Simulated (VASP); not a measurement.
# CuO2 (fluorite type) (Fm-3m) in VASP: notebook, part 2 of 2

VASP 6.6.1.

**3. Single point, PBE**

This run uses another cell than the first one, of 9.41 Å³/atom.

Contents of INCAR:

```
  ALGO = Normal
  EDIFF = 1E-6
  ENCUT = 520
  GGA = PE
  ISIF = 2
  ISMEAR = -1
  LASPH = T
  LCHARG = F
  LREAL = F
  LWAVE = F
  NBANDS = 18
  NELM = 100
  PREC = Accurate
  SIGMA = 0.06122561905347299
```

Contents of KPOINTS:

```
k-points
0
Gamma
  13 13 13
```

Contents of POSCAR:

```
CuO2
1.0
    0.0000000000      2.4168144344      2.4168144344
    2.4168144344      0.0000000000      2.4168144344
    2.4168144344      2.4168144344      0.0000000000
Cu O
1 2
Direct
    0.0000000000      0.0000000000      0.0000000000
    0.2500000000      0.2500000000      0.2500000000
    0.7500000000      0.7500000000      0.7500000000
```

Potentials or basis: VASP PAW PBE potentials, release 64 (Cu, O).

Command:

```console
> cat potpaw_PBE.64/Cu/POTCAR potpaw_PBE.64/O/POTCAR > POTCAR
> mpirun -np 1 vasp_std > vasp.out
```

OUTCAR:

```text
EDIFF = 1E-6
   ENCUT = 520
   GGA = PE
   ISIF = 2
   ISMEAR = -1
   LASPH = T
   LREAL = F
   NELM = 100
   PREC = Accurate

 ion  position               nearest neighbor table
   1  0.000  0.000  0.000-   3 2.09   3 2.09   3 2.09   2 2.09   3 2.09   2 2.09   2 2.09   2 2.09

   2  0.250  0.250  0.250-   1 2.09   1 2.09   1 2.09   1 2.09
   3  0.750  0.750  0.750-   1 2.09   1 2.09   1 2.09   1 2.09

  LATTYP: Found a face centered cubic cell.
 ALAT       =     4.8336288688

  Lattice vectors:

 A1 = (   0.0000000000,   2.4168144344,   2.4168144344)
 A2 = (   2.4168144344,   0.0000000000,   2.4168144344)
 A3 = (   2.4168144344,   2.4168144344,   0.0000000000)

Analysis of symmetry for initial positions (statically):
=====================================================================
 Subroutine PRICEL returns:
 Original cell was already a primitive cell.

 Routine SETGRP: Setting up the symmetry group for a
 face centered cubic supercell.

 Subroutine GETGRP returns: Found 48 space group operations
[... 163 lines left out ...]
  free energy    TOTEN  =       -12.97424584 eV

  energy without entropy =      -12.87375650  energy(sigma->0) =      -12.92400117

 E-fermi :   4.2045     XC(G=0): -11.8382

 val. band max:        4.1985259768   @ k =  -0.3077   0.0769   0.0000
 cond. band min:       4.2047572581   @ k =   0.4615   0.3846   0.0000
 fundamental gap:      0.0062312813
 Fermi energy:         4.2045435221

 k-point     1 :       0.0000    0.0000    0.0000
  band No.  band energies     occupation
      1     -15.5246      2.00000
      2     -11.6023      2.00000
      3      -1.5270      2.00000
      4      -1.5270      2.00000
      5      -1.5270      2.00000
      6       1.3324      2.00000
[... 481 lines left out ...]
      5      -0.6451      2.00000
      6       0.9799      2.00000
[... 10 lines left out ...]
     17      19.9260      0.00000
     18      21.3135      0.00000

 [... further k-points ...]

------------------------ aborting loop because EDIFF is reached ----------------------------------------

  FORCE on cell =-STRESS in cart. coord.  units (eV):
  Direction    XX          YY          ZZ          XY          YZ          ZX
  --------------------------------------------------------------------------------------
  -------------------------------------------------------------------------------------
  Total        0.0769262      0.0769262      0.0769262     -0.0000000     -0.0000000      0.0000000
  in kB        4.3654075      4.3654075      4.3654075     -0.0000000     -0.0000000      0.0000000
  external PRESSURE =       4.3654075 kB  Pullay stress =       0.0000000 kB

 VOLUME and BASIS-vectors are now :
 -----------------------------------------------------------------------------
  energy-cutoff  :      520.00
  volume of cell :       28.23
      direct lattice vectors                 reciprocal lattice vectors
     0.000000000  2.416814434  2.416814434    -0.206883902  0.206883902  0.206883902
     2.416814434  0.000000000  2.416814434     0.206883902 -0.206883902  0.206883902
     2.416814434  2.416814434  0.000000000     0.206883902  0.206883902 -0.206883902

 POSITION                                       TOTAL-FORCE (eV/Angst)
 -----------------------------------------------------------------------------------
      0.00000      0.00000      0.00000        -0.000000     -0.000000     -0.000000
      1.20841      1.20841      1.20841        -0.000000      0.000000     -0.000000
      3.62522      3.62522      3.62522         0.000000     -0.000000      0.000000
 -----------------------------------------------------------------------------------
    total drift:                                0.000000      0.000000      0.000000

  FREE ENERGIE OF THE ION-ELECTRON SYSTEM (eV)
  ---------------------------------------------------
  free  energy   TOTEN  =       -12.9742458448 eV

  energy  without entropy=      -12.8737564969  energy(sigma->0) =      -12.92400117
```

OSZICAR:

```text
N       E                     dE             d eps       ncg     rms          rms(c)
DAV:   1     0.165593615181E+03    0.16559E+03   -0.12228E+04  3256   0.183E+03
DAV:   2    -0.680209502304E+01   -0.17240E+03   -0.16262E+03  3202   0.357E+02
DAV:   3    -0.215715559843E+02   -0.14769E+02   -0.14313E+02  3642   0.109E+02
[... 12 lines left out ...]
DAV:  16    -0.129742557886E+02    0.15419E-03   -0.44836E-04  3764   0.615E-01    0.365E-02
DAV:  17    -0.129742702969E+02   -0.14508E-04   -0.73250E-05  4614   0.166E-01    0.606E-02
DAV:  18    -0.129742523837E+02    0.17913E-04   -0.31406E-05  4410   0.812E-02    0.293E-02
DAV:  19    -0.129742553256E+02   -0.29419E-05   -0.10586E-06  1710   0.229E-02    0.353E-02
DAV:  20    -0.129742461093E+02    0.92163E-05   -0.18511E-05  3038   0.131E-01    0.561E-03
DAV:  21    -0.129742458448E+02    0.26447E-06   -0.54320E-07  1628   0.999E-03
   1 F= -.12974246E+02 E0= -.12924001E+02  d E =-.100489E+00
```

It took 55 s on 1 thread of AMD EPYC 7R13 (Zen 3), shared host; peak memory 0.15 GiB.

What came out:

```yaml
Free_energy: -12.9742 eV
Pressure: 0.4 GPa
Band_gap_on_the_k_mesh: zero (an odd number of electrons rules out a gap without spin polarisation)
```

Caveat: an odd number of electrons without spin polarisation forces a metal; a magnetic or distorted state may lie lower; semilocal functionals often make such compounds metallic where correlation or magnetic order opens a gap, which also shifts bond lengths.

**4. Single point, PBE**

This run uses another cell than the first one, of 9.41 Å³/atom.

Contents of INCAR:

```
SYSTEM = CuO2
PREC = Accurate ; ENCUT = 520
EDIFF = 1E-6 ; ISMEAR = -1
SIGMA = 0.06122561905347299 ; LREAL = .False.
LASPH = .True. ; NELM = 80
ALGO = Normal ; ISIF = 2
LWAVE = .False. ; LCHARG = .False.
GGA = PE ; NBANDS = 18
```

Contents of KPOINTS:

```
regular mesh
0
Gamma
  13 13 13
  0 0 0
```

POSCAR is that of step 3.

Command:

```console
> cat potpaw_PBE.64/Cu/POTCAR potpaw_PBE.64/O/POTCAR > POTCAR
> mpirun -np 1 vasp_std > vasp.out
```

Run time: 58 s. Hardware: 1 thread of AMD EPYC 7R13 (Zen 3), shared host; peak memory 0.15 GiB.

Results (log left out):

- Free energy: -12.9742 eV
- Pressure: 0.4 GPa
- Band gap on the k mesh: zero (an odd number of electrons rules out a gap without spin polarisation)

Levels at points of the mesh, in eV from the Fermi level:
| k point | band 7 | band 8 | band 9 | band 10 | band 11 | band 12 | band 13 | band 14 | band 15 | band 16 |
| --- | --- | --- | --- | --- | --- | --- | --- | --- | --- | --- |
| (0.00, 0.00, 0.00) | -2.87 | -1.01 | -1.01 | -1.01 | -0.08 | -0.08 | -0.08 | 5.76 | 11.92 | 11.92 |

Caveat: an odd number of electrons without spin polarisation forces a metal; a magnetic or distorted state may lie lower; semilocal functionals often make such compounds metallic where correlation or magnetic order opens a gap, which also shifts bond lengths.

**5. Single point, PBE**

This run uses another cell than the first one, of 9.60 Å³/atom.

Contents of INCAR:

```
SYSTEM = CuO2
ALGO = Normal
EDIFF = 1E-6
ENCUT = 520
GGA = PE
ISIF = 2
ISMEAR = -1
LASPH = .TRUE.
LCHARG = .FALSE.
LREAL = .FALSE.
LWAVE = .FALSE.
NBANDS = 18
NELM = 80
PREC = Accurate
SIGMA = 0.06122561905347299
```

Contents of KPOINTS:

```
k-points
0
G
  13 13 13
  0 0 0
```

Contents of POSCAR:

```
CuO2
1.0
    0.0000000000      2.4328202944      2.4328202944
    2.4328202944      0.0000000000      2.4328202944
    2.4328202944      2.4328202944      0.0000000000
Cu O
1 2
Direct
    0.0000000000      0.0000000000      0.0000000000
    0.2500000000      0.2500000000      0.2500000000
    0.7500000000      0.7500000000      0.7500000000
```

Command:

```console
> cat potpaw_PBE.64/Cu/POTCAR potpaw_PBE.64/O/POTCAR > POTCAR
> mpirun -np 1 vasp_std > vasp.out
```

Run time: 55 s. Hardware: 1 thread of AMD EPYC 7R13 (Zen 3), shared host; peak memory 0.15 GiB.

The run converged. Its results:

* Free energy: -12.9716 eV
* Pressure: -3.3 GPa
* Band gap on the k mesh: zero (an odd number of electrons rules out a gap without spin polarisation)

Levels at points of the mesh, in eV from the Fermi level:
| k point | band 9 | band 10 | band 11 | band 12 | band 13 | band 14 |
| --- | --- | --- | --- | --- | --- | --- |
| (0.00, 0.00, 0.00) | -0.98 | -0.98 | -0.09 | -0.09 | -0.09 | 5.60 |

Caveat: the cell stands under tension; an odd number of electrons without spin polarisation forces a metal; a magnetic or distorted state may lie lower; semilocal functionals often make such compounds metallic where correlation or magnetic order opens a gap, which also shifts bond lengths.

**6. Single point, PBE**

This run uses another cell than the first one, of 9.60 Å³/atom.

Contents of INCAR:

```
ALGO = Normal ; EDIFF = 1E-7
ENCUT = 520 ; GGA = PE
ISIF = 2 ; ISMEAR = -1
LASPH = T ; LCHARG = F
LREAL = F ; LWAVE = F
NBANDS = 18 ; NELM = 60
PREC = Accurate ; SIGMA = 0.06122561905347299
```

Contents of KPOINTS:

```
k-points
0
Gamma
  13 13 13
```

POSCAR is that of step 5.

Potentials or basis: VASP PAW PBE potentials, release 64 (Cu, O).

Command:

```console
> cat potpaw_PBE.64/Cu/POTCAR potpaw_PBE.64/O/POTCAR > POTCAR
> mpirun -np 1 vasp_std > vasp.out
```

OUTCAR:

```text
EDIFF = 1E-7
   ENCUT = 520
   GGA = PE
   ISIF = 2
   ISMEAR = -1
   LASPH = T
   LREAL = F
   NELM = 60
   PREC = Accurate

 ion  position               nearest neighbor table
   1  0.000  0.000  0.000-   3 2.11   3 2.11   3 2.11   2 2.11   3 2.11   2 2.11   2 2.11   2 2.11

   2  0.250  0.250  0.250-   1 2.11   1 2.11   1 2.11   1 2.11
   3  0.750  0.750  0.750-   1 2.11   1 2.11   1 2.11   1 2.11

[... 698 lines left out ...]
------------------------ aborting loop because EDIFF is reached ----------------------------------------

  FORCE on cell =-STRESS in cart. coord.  units (eV):
  Direction    XX          YY          ZZ          XY          YZ          ZX
  --------------------------------------------------------------------------------------
  -------------------------------------------------------------------------------------
  Total       -0.4843243     -0.4843243     -0.4843243      0.0000000      0.0000000     -0.0000000
  in kB      -26.9455322    -26.9455322    -26.9455322      0.0000000      0.0000000     -0.0000000
  external PRESSURE =     -26.9455322 kB  Pullay stress =       0.0000000 kB

 VOLUME and BASIS-vectors are now :
 -----------------------------------------------------------------------------
  energy-cutoff  :      520.00
  volume of cell :       28.80
      direct lattice vectors                 reciprocal lattice vectors
     0.000000000  2.432820294  2.432820294    -0.205522784  0.205522784  0.205522784
     2.432820294  0.000000000  2.432820294     0.205522784 -0.205522784  0.205522784
     2.432820294  2.432820294  0.000000000     0.205522784  0.205522784 -0.205522784

 POSITION                                       TOTAL-FORCE (eV/Angst)
 -----------------------------------------------------------------------------------
      0.00000      0.00000      0.00000        -0.000000      0.000000     -0.000000
      1.21641      1.21641      1.21641         0.000000      0.000000      0.000000
      3.64923      3.64923      3.64923        -0.000000     -0.000000      0.000000
 -----------------------------------------------------------------------------------
    total drift:                               -0.000000      0.000000      0.000000

  FREE ENERGIE OF THE ION-ELECTRON SYSTEM (eV)
  ---------------------------------------------------
  free  energy   TOTEN  =       -12.9715530123 eV

  energy  without entropy=      -12.8699892153  energy(sigma->0) =      -12.92077111
```

Run time: 64 s. Hardware: 1 thread of AMD EPYC 7R13 (Zen 3), shared host; peak memory 0.15 GiB.

What came out:

```yaml
Free_energy: -12.9716 eV
Pressure: -2.7 GPa
Band_gap_on_the_k_mesh: zero (an odd number of electrons rules out a gap without spin polarisation)
```

Caveat: an odd number of electrons without spin polarisation forces a metal; a magnetic or distorted state may lie lower; semilocal functionals often make such compounds metallic where correlation or magnetic order opens a gap, which also shifts bond lengths.

**7. The runs side by side**

| cell | gap on the mesh (eV) | pressure (GPa) |
| --- | --- | --- |
| a = 3.395 Å, angles 60.0°, 3 atoms | none | 4.0 |
| a = 3.418 Å, angles 60.0°, 3 atoms | none | 0.4 |
| a = 3.441 Å, angles 60.0°, 3 atoms | none | -2.7 |

Alike in all rows: task single point; level PBE; potentials or basis VASP PAW PBE potentials, release 64 (Cu, O); no spin polarisation; k mesh 13 × 13 × 13; cutoff (eV) 520; smearing fermi-dirac 0.0612256 eV.

Caveats: an odd number of electrons without spin polarisation forces a metal; a magnetic or distorted state may lie lower; semilocal functionals often make such compounds metallic where correlation or magnetic order opens a gap, which also shifts bond lengths; the cell stands under pressure (at least some runs).

Total energies depend on the potentials used, so only differences within one code and one set of settings carry meaning.
